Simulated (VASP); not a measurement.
# Mg15GaO16 (a cell with a defect) in VASP: a series of runs

Mg15GaO16 (a cell with a defect) is run at these levels: PBE; tasks: single point.

All numbers are computed with VASP 6.6.1; they aren't measurements. Logs are shortened: lines on timing, memory, paths and dates and some standing lists are left out, and cuts for length are marked.

## Step 1: The cell of the first run

The cell holds a defect, 32 atoms: a = 7.367 Å, b = 7.367 Å, c = 7.367 Å, α = 109.47°, β = 109.47°, γ = 109.47°.

## Step 2: Single point, PBE

INCAR

```
PREC     = Accurate       # precision mode
ENCUT    = 520            # plane-wave cutoff, eV
EDIFF    = 1E-6           # SCF threshold, eV
ISMEAR   = 0              # smearing method
SIGMA    = 0.02           # smearing width, eV
LREAL    = Auto         
LASPH    = T              # aspherical terms in the spheres
NELM     = 100            # most SCF steps
ALGO     = Normal         # electronic algorithm
ISIF     = 2              # what is computed and relaxed
LWAVE    = F              # write WAVECAR
LCHARG   = F              # write CHGCAR
GGA      = PE             # functional
NBANDS   = 92             # bands
NELECT   = 138.0
```

KPOINTS

```
Automatic mesh
0
Gamma
  2 2 2
  0.5 0.5 0.5
```

POSCAR

```
Mg15GaO16
1.0
    4.2535896649     -4.2535896649      4.2535896649
   -4.2535896649      4.2535896649      4.2535896649
   -4.2535896649     -4.2535896649     -4.2535896649
Ga Mg O
1 15 16
Direct
    0.2500000000      0.7500000000      0.0000000000
    0.5011729028      0.7500000000      0.7488270972
    0.7500000000      0.7500000000      0.5000000000
   -0.0011729028      0.0011729028      1.0000000000
    0.2500000000      0.0011729028      0.7488270972
   -0.0011729028      0.7500000000      0.2511729028
    0.7500000000      0.2500000000      0.0000000000
    0.5011729028      0.0011729028      0.5023458055
    0.7523458055      0.0011729028      0.2511729028
   -0.0011729028      0.2476541945      0.7488270972
    0.5011729028      0.4988270972      0.0000000000
    0.2500000000      0.2500000000      0.5000000000
    0.7476541945      0.4988270972      0.7488270972
    0.5011729028      0.2523458055      0.2511729028
   -0.0011729028      0.4988270972      0.4976541945
    0.2500000000      0.4988270972      0.2511729028
    0.2500000000     -0.0077287275      0.2422712725
    0.4922712725     -0.0077287275      0.0000000000
    0.7500000000      0.0000000000      0.7500000000
    0.0000000000      0.2500000000      0.2500000000
    0.2500000000      0.2500000000      0.0000000000
    0.0000000000      0.0000000000      0.5000000000
    0.7500000000      0.5000000000      0.2500000000
    0.5000000000      0.2500000000      0.7500000000
    0.7500000000      0.2500000000      0.5000000000
    0.0077287275      0.5077287275      0.0000000000
    0.4922712725      0.7500000000      0.2422712725
    0.2500000000      0.5077287275      0.7577287275
    0.7500000000      0.7500000000      0.0000000000
    0.5000000000      0.5000000000      0.5000000000
    0.0077287275      0.7500000000      0.7577287275
    0.2500000000      0.7500000000      0.5000000000
```

Potentials or basis: VASP PAW PBE potentials, release 64 (Ga_d, Mg, O).

Command:

```sh
$ cat potpaw_PBE.64/Ga_d/POTCAR potpaw_PBE.64/Mg/POTCAR potpaw_PBE.64/O/POTCAR > POTCAR
$ mpirun -np 1 vasp_std > vasp.out
```

OUTCAR:

```text
PREC = Accurate
   ENCUT = 520
   EDIFF = 1E-6
   ISMEAR = 0
   LREAL = Auto
   LASPH = T
   NELM = 100
   ISIF = 2
   GGA = PE
   NELECT = 138.0

 ion  position               nearest neighbor table
   1  0.250  0.750  0.000-  17 2.06  18 2.06  26 2.06  27 2.06  28 2.06  31 2.06   8 3.02  15 3.02
                             9 3.02  14 3.02  10 3.02  13 3.02   6 3.02  11 3.02  16 3.02   2 3.02
   2  0.501  0.750  0.749-  19 2.12  30 2.12  29 2.13  32 2.13  28 2.14  18 2.14   3 2.99  16 2.99
                             4 2.99  13 2.99   8 2.99  12 3.01   7 3.01   9 3.02   1 3.02   5 3.02
   3  0.750  0.750  0.500-  19 2.13  22 2.13  23 2.13  30 2.13  27 2.19  31 2.19   2 2.99   6 2.99
                            10 2.99  14 2.99   9 3.01  15 3.01   8 3.01  13 3.01   5 3.01  16 3.01
   4  0.999  0.001  0.000-  19 2.12  20 2.12  21 2.13  29 2.13  17 2.14  31 2.14   7 2.99   2 2.99
                            16 2.99  10 2.99   9 2.99  12 3.01   3 3.01   1 3.02   5 3.02   6 3.02
   5  0.250  0.001  0.749-  24 2.12  22 2.12  21 2.13  32 2.13  31 2.14  18 2.14  12 2.99   6 2.99
                            11 2.99   8 2.99  10 2.99   3 3.01   7 3.01  14 3.02   2 3.02   4 3.02
   6  0.999  0.750  0.251-  23 2.12  22 2.12  29 2.13  32 2.13  17 2.14  26 2.14   3 2.99   5 2.99
                            11 2.99   9 2.99  15 2.99  12 3.01   7 3.01  13 3.02  16 3.02   4 3.02
   7  0.750  0.250  0.000-  19 2.13  20 2.13  23 2.13  24 2.13  18 2.19  26 2.19   4 2.99  11 2.99
                             8 2.99  15 2.99  14 3.01  10 3.01   9 3.01  13 3.01   6 3.01  16 3.01
   8  0.501  0.001  0.502-  19 2.12  24 2.12  25 2.13  32 2.13  27 2.14  17 2.14   7 2.99  10 2.99
                            13 2.99   5 2.99   2 2.99  12 3.01   3 3.01   9 3.02  14 3.02   1 3.02
   9  0.752  0.001  0.251-  22 2.12  20 2.12  25 2.13  29 2.13  27 2.14  18 2.14  12 2.99  10 2.99
[... 17 lines left out ...]
  19  0.750  0.000  0.750-   2 2.12   4 2.12   8 2.12  10 2.12   3 2.13   7 2.13
  20  0.000  0.250  0.250-  16 2.12   4 2.12  15 2.12   9 2.12   7 2.13  12 2.13
  21  0.250  0.250  0.000-   4 2.13   5 2.13  11 2.13  16 2.13  14 2.13  10 2.13
  22  0.000  0.000  0.500-   5 2.12   6 2.12   9 2.12  10 2.12   3 2.13  12 2.13
[... 8 lines left out ...]
  31  0.008  0.750  0.758-   1 2.06  13 2.14  15 2.14   4 2.14   5 2.14   3 2.19
  32  0.250  0.750  0.500-   2 2.13   5 2.13   6 2.13  16 2.13  15 2.13   8 2.13

  LATTYP: Found a body centered cubic cell.
 ALAT       =     8.5071793298

  Lattice vectors:

 A1 = (   4.2535896649,  -4.2535896649,   4.2535896649)
 A2 = (  -4.2535896649,   4.2535896649,   4.2535896649)
 A3 = (  -4.2535896649,  -4.2535896649,  -4.2535896649)

Analysis of symmetry for initial positions (statically):
=====================================================================
 Subroutine PRICEL returns:
 Original cell was already a primitive cell.

 Routine SETGRP: Setting up the symmetry group for a
 body centered cubic supercell.

 Subroutine GETGRP returns: Found 48 space group operations
 (whereof  4 operations were pure point group operations)
 out of a pool of 48 trial point group operations.

The static configuration has the point symmetry C_2v.
 The point group associated with its full space group is O_h .

Analysis of symmetry for dynamics (positions and initial velocities):
=====================================================================
 Subroutine PRICEL returns:
 Original cell was already a primitive cell.

 Routine SETGRP: Setting up the symmetry group for a
 body centered cubic supercell.

 Subroutine GETGRP returns: Found 48 space group operations
 (whereof  4 operations were pure point group operations)
 out of a pool of 48 trial point group operations.

The dynamic configuration has the point symmetry C_2v.
 The point group associated with its full space group is O_h .

 Subroutine INISYM returns: Found 48 space group operations
 (whereof  4 operations are pure point group operations),
 and found     1 'primitive' translations

----------------------------------------------------------------------------------------

                                     Primitive cell

  volume of cell :     307.8412

  direct lattice vectors                    reciprocal lattice vectors
     4.253589665 -4.253589665  4.253589665     0.000000000 -0.117547775  0.117547775
    -4.253589665  4.253589665  4.253589665    -0.117547775  0.000000000  0.117547775
    -4.253589665 -4.253589665 -4.253589665    -0.117547775 -0.117547775  0.000000000

  length of vectors
     7.367433414  7.367433414  7.367433414     0.166237657  0.166237657  0.166237657

  position of ions in fractional coordinates (direct lattice)
     0.250000000  0.750000000  0.000000000
     0.501172903  0.750000000  0.748827097
     0.750000000  0.750000000  0.500000000
     0.998827097  0.001172903  0.000000000
     0.250000000  0.001172903  0.748827097
     0.998827097  0.750000000  0.251172903
[... 24 lines left out ...]
     0.007728728  0.750000000  0.757728728
     0.250000000  0.750000000  0.500000000

  ion indices of the primitive-cell ions
   primitive index   ion index
                 1           1
                 2           2
                 3           3
                 4           4
                 5           5
                 6           6
[... 24 lines left out ...]
                31          31
                32          32

----------------------------------------------------------------------------------------

 KPOINTS: Automatic mesh

Automatic generation of k-mesh.
 Grid dimensions read from file:
 generate k-points for:    2    2    2

 Generating k-lattice:

  Cartesian coordinates                     Fractional coordinates (reciprocal lattice)
     0.000000000 -0.058773887  0.058773887     0.500000000  0.000000000  0.000000000
    -0.058773887  0.000000000  0.058773887     0.000000000  0.500000000  0.000000000
    -0.058773887 -0.058773887  0.000000000     0.000000000  0.000000000  0.500000000

  Length of vectors
     0.083118829  0.083118829  0.083118829

  Shift w.r.t. Gamma in fractional coordinates (k-lattice)
     0.500000000  0.500000000  0.500000000

 Subroutine IBZKPT returns following result:
 ===========================================

 Found      2 irreducible k-points:

 Following reciprocal coordinates:
            Coordinates               Weight
  0.250000  0.250000  0.250000      2.000000
 -0.250000  0.250000  0.250000      6.000000
   k-points           NKPTS =      2   k-points in BZ     NKDIM =      2   number of bands    NBANDS=     92
   number of dos      NEDOS =    301   number of ions     NIONS =     32
   total plane-waves  NPLWV = 175616
   dimension x,y,z NGX =    56 NGY =   56 NGZ =   56
   dimension x,y,z NGXF=   112 NGYF=  112 NGZF=  112
   ions per type =               1  15  16
   NGX,Y,Z   is equivalent  to a cutoff of  12.64, 12.64, 12.64 a.u.
   NGXF,Y,Z  is equivalent  to a cutoff of  25.27, 25.27, 25.27 a.u.
 SYSTEM =  unknown system
   PREC   = accura    normal or accurate (medium, high low for compatibility)
   ISTART =      0    job   : 0-new  1-cont  2-samecut
   ICHARG =      2    charge: 1-file 2-atom 10-const
   ISPIN  =      1    spin polarized calculation?
   LNONCOLLINEAR =      F non collinear calculations
   LSORBIT =      F    spin-orbit coupling
   LASPH  =      T    aspherical Exc in radial PAW
   ENCUT  =  520.0 eV  38.22 Ry    6.18 a.u.  13.70 13.70 13.70*2*pi/ulx,y,z
   NELM   =    100;   NELMIN=  2; NELMDL= -5     # of ELM steps
   EDIFF  = 0.1E-05   stopping-criterion for ELM
   LREAL  =      T    real-space projection
   EDIFFG = 0.1E-04   stopping-criterion for IOM
   NSW    =      0    number of steps for IOM
   IBRION =     -1    ionic relax: 0-MD 1-quasi-New 2-CG
   NFREE  =      0    steps in history (QN), initial steepest desc. (CG)
   ISIF   =      2    stress and relaxation
   ISYM   =      2    0-nonsym 1-usesym 2-fastsym
   POTIM  = 0.5000    time-step for ionic-motion
   TEBEG  =    0.0;   TEEND  =   0.0 temperature during run
   PSTRESS=    0.0 pullay stress
   NELECT =     138.0000    total number of electrons
   NUPDOWN=      -1.0000    fix difference up-down
   EMIN   =  10.00;   EMAX   =-10.00  energy-range for DOS
   EFERMI =   0.00;   METHOD = LEGACY
   ISMEAR =     0;   SIGMA  =   0.02  broadening in eV -4-tet -1-fermi 0-gaus
   EFERMI_NEDOS =   21; number of points for ismear=-14 and -15
   IALGO  =     38    algorithm
   IMIX   =      4    mixing-type and parameters
     AMIX     =   0.40;   BMIX     =  1.00
     AMIX_MAG =   1.60;   BMIX_MAG =  1.00
  volume/ion in A,a.u.               =       9.62        64.92
  Fermi-wavevector in a.u.,A,eV,Ry     =   1.252927  2.367688 21.358764  1.569825
  Thomas-Fermi vector in A             =   2.386804
   LORBIT       =      0    0 simple, 1 ext, 2 COOP (PROOUT), +10 PAW based schemes
   GGA     = PE    functional components
   LHFCALC =     F    Hartree Fock is set to
   AEXX    =    0.0000 exact exchange contribution
   IVDW    =     0    specifies the selected vdW correction
   LEPSILON=     F    determine dielectric tensor
   LRPA    =     F    only Hartree local field effects (RPA)
 non-spin polarized calculation
 Gauss-broadening in eV      SIGMA  =   0.02
  energy-cutoff  :      520.00
  volume of cell :      307.84
 maximum number of plane-waves:      8280
 NGX is ok and might be reduce to    54
   NGX = 27   NGY = 27   NGZ = 27

 number of electron     138.0000071 magnetization

 Free energy of the ion-electron system (eV)
  ---------------------------------------------------
  ext. energy  EPLUGINS =         0.00000000
  ---------------------------------------------------
  free energy    TOTEN  =      -194.96531332 eV

  energy without entropy =     -194.96531332  energy(sigma->0) =     -194.96531332

 E-fermi :   3.0324     XC(G=0): -11.0125

 val. band max:        2.8562124429   @ k =  -0.2500   0.2500   0.2500
 cond. band min:       8.0644413717   @ k =  -0.2500   0.2500   0.2500
 fundamental gap:      5.2082289289
 Fermi energy:         3.0323719759

 k-point     1 :       0.2500    0.2500    0.2500
  band No.  band energies     occupation
      1     -13.9692      2.00000
      2     -13.5096      2.00000
      3     -13.5096      2.00000
      4     -13.5096      2.00000
      5     -13.1693      2.00000
      6     -13.1693      2.00000
[... 73 lines left out ...]
     80      12.5778      0.00000
     81      12.5778      0.00000

 k-point     2 :      -0.2500    0.2500    0.2500
  band No.  band energies     occupation
      1     -14.0757      2.00000
      2     -13.4963      2.00000
      3     -13.3223      2.00000
      4     -13.3066      2.00000
      5     -13.3066      2.00000
      6     -13.1961      2.00000
[... 73 lines left out ...]
     80      12.8214      0.00000
     81      12.8904      0.00000
 [bands above 81 left out]

------------------------ aborting loop because EDIFF is reached ----------------------------------------

  FORCE on cell =-STRESS in cart. coord.  units (eV):
  Direction    XX          YY          ZZ          XY          YZ          ZX
  --------------------------------------------------------------------------------------
  -------------------------------------------------------------------------------------
  Total       -9.8426883     -9.8426883     -9.8426883      0.0000000     -0.0000000     -0.0000000
  in kB      -51.2268374    -51.2268374    -51.2268374      0.0000000     -0.0000000     -0.0000000
  external PRESSURE =     -51.2268374 kB  Pullay stress =       0.0000000 kB

 VOLUME and BASIS-vectors are now :
 -----------------------------------------------------------------------------
  energy-cutoff  :      520.00
  volume of cell :      307.84
      direct lattice vectors                 reciprocal lattice vectors
     4.253589665 -4.253589665  4.253589665     0.000000000 -0.117547775  0.117547775
    -4.253589665  4.253589665  4.253589665    -0.117547775  0.000000000  0.117547775
    -4.253589665 -4.253589665 -4.253589665    -0.117547775 -0.117547775  0.000000000

 POSITION                                       TOTAL-FORCE (eV/Angst)
 -----------------------------------------------------------------------------------
     -2.12679      2.12679      4.25359         0.000000      0.000000     -0.000000
     -4.24361     -2.12679      2.13677        -0.000641      0.000000     -0.000641
     -2.12679     -2.12679      4.25359         0.000000      0.000000     -0.000000
      4.24361     -4.24361      4.25359         0.000641     -0.000641     -0.000000
     -2.12679     -4.24361     -2.11682         0.000000     -0.000641     -0.000641
     -0.00998     -2.12679      6.37041         0.000641      0.000000      0.000641
[... 24 lines left out ...]
     -6.38038     -0.06575      0.00000         0.000000      0.049350     -0.000000
     -4.25359      0.00000      2.12679         0.000000      0.000000     -0.000000
 -----------------------------------------------------------------------------------
    total drift:                               -0.000000     -0.000000     -0.000000

  FREE ENERGIE OF THE ION-ELECTRON SYSTEM (eV)
  ---------------------------------------------------
  free  energy   TOTEN  =      -194.9653133202 eV

  energy  without entropy=     -194.9653133202  energy(sigma->0) =     -194.96531332
```

Run time: 2.6 min. Hardware: 1 thread of Intel Xeon Platinum 8259CL at 2.50GHz (Skylake/Cascade Lake), shared host; peak memory 0.42 GiB.

What came out:

| Property | Result |
| --- | --- |
| Free energy | -194.9653 eV |
| Largest force | 0.049 eV/Å |

Forces on the atoms (eV/Å):
```
Ga   0.000  0.000  0.000
Mg  -0.001  0.000 -0.001
Mg   0.000  0.000  0.000
Mg   0.001 -0.001  0.000
Mg   0.000 -0.001 -0.001
Mg   0.001  0.000  0.001
Mg   0.000  0.000  0.000
Mg   0.001  0.001  0.000
Mg   0.000  0.001 -0.001
Mg  -0.001  0.000  0.001
Mg  -0.001  0.001  0.000
Mg   0.000  0.000  0.000
Mg   0.000 -0.001  0.001
Mg   0.001  0.000 -0.001
Mg  -0.001 -0.001  0.000
Mg   0.000  0.001  0.001
O   -0.049  0.000  0.000
O    0.000  0.000  0.049
O    0.000  0.000  0.000
O    0.000  0.000  0.000
O    0.000  0.000  0.000
O    0.000  0.000  0.000
O    0.000  0.000  0.000
O    0.000  0.000  0.000
O    0.000  0.000  0.000
O    0.000  0.000 -0.049
O    0.000 -0.049  0.000
O    0.049  0.000  0.000
O    0.000  0.000  0.000
O    0.000  0.000  0.000
O    0.000  0.049  0.000
O    0.000  0.000  0.000
```

Levels at points of the mesh, in eV from the Fermi level:
```tsv
k point	band 66	band 67	band 68	band 69	band 70	band 71	band 72	band 73
(0.25, 0.25, 0.25)	-0.21	-0.21	-0.20	-0.20	5.44	6.77	6.77	6.77
```

Caveat: the cell carries a net charge on a neutralising background, which shifts energy and pressure; the cell is charged against a uniform background, so pressure and absolute levels hang on convention.

(Part 1 of 2 ends here.)
